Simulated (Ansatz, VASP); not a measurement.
**ZnSn4: VASP beside Ansatz**

File INCAR:

```
PREC = Accurate ; ENCUT = 520
EDIFF = 1E-6 ; ISMEAR = 0
SIGMA = 0.1 ; LREAL = False
LASPH = True ; NELM = 60
ALGO = Fast ; ISIF = 2
LWAVE = False ; LCHARG = False
GGA = PE ; NBANDS = 42
```

KPOINTS

```
Automatic mesh
0
Gamma
  4 4 4
```

File POSCAR:

```
ZnSn4
1.0
   -3.1425308400      3.1425308400      3.1425308400
    3.1425308400     -3.1425308400      3.1425308400
    3.1425308400      3.1425308400     -3.1425308400
Zn Sn
1 4
Direct
    0.0000000000      0.0000000000      0.0000000000
    0.0000000000      0.0000000000      0.5000000000
    0.0000000000      0.5000000000      0.0000000000
    0.5000000000      0.0000000000      0.0000000000
    0.5000000000      0.5000000000      0.5000000000
```

Input for Ansatz:

```yaml
crystal:
  lattice:
    - [-3.14253084, 3.14253084, 3.14253084]
    - [3.14253084, -3.14253084, 3.14253084]
    - [3.14253084, 3.14253084, -3.14253084]
  atoms:
    - { symbol: Zn, position: [0.0, 0.0, 0.0] }
    - { symbol: Sn, position: [0.0, 0.0, 0.5] }
    - { symbol: Sn, position: [0.0, 0.5, 0.0] }
    - { symbol: Sn, position: [0.5, 0.0, 0.0] }
    - { symbol: Sn, position: [0.5, 0.5, 0.5] }
basis:
  ecutwfc: 420
kpoints:
  mp_grid: { grid: [4, 4, 4] }
hamiltonian:
  xc: pbe
scf:
  occupations: { method: gaussian, width: 0.1 }
  lower_state_search: "off"
output:
  forces: true
  stress: true
  eigenvalues: true
```

Change from the starting cell: species swapped into the MnGa4 type (Im-3m, No. 229).

Alike in both runs: task single point; functional PBE; k mesh 4 × 4 × 4; occupations gaussian, width 0.1 eV; no spin polarisation.

```csv
,VASP,Ansatz
version,VASP 6.6.1,Ansatz 0.2.0
potentials or method,"VASP PAW PBE potentials, release 64 (Zn, Sn_d), cutoff 520 eV","scalar-relativistic, plane waves, PAW"
valence electrons in the cell,68,68
```

VASP gave:

```
gap on the k mesh at the Fermi level (eV) : none
pressure (GPa)                            : 7.2
```

Q: Which values does Ansatz return?

A: gap on the k mesh at the Fermi level (eV): none; pressure (GPa): 7.3.

A gap of «none» marks a metal or a gap that the smearing closes.
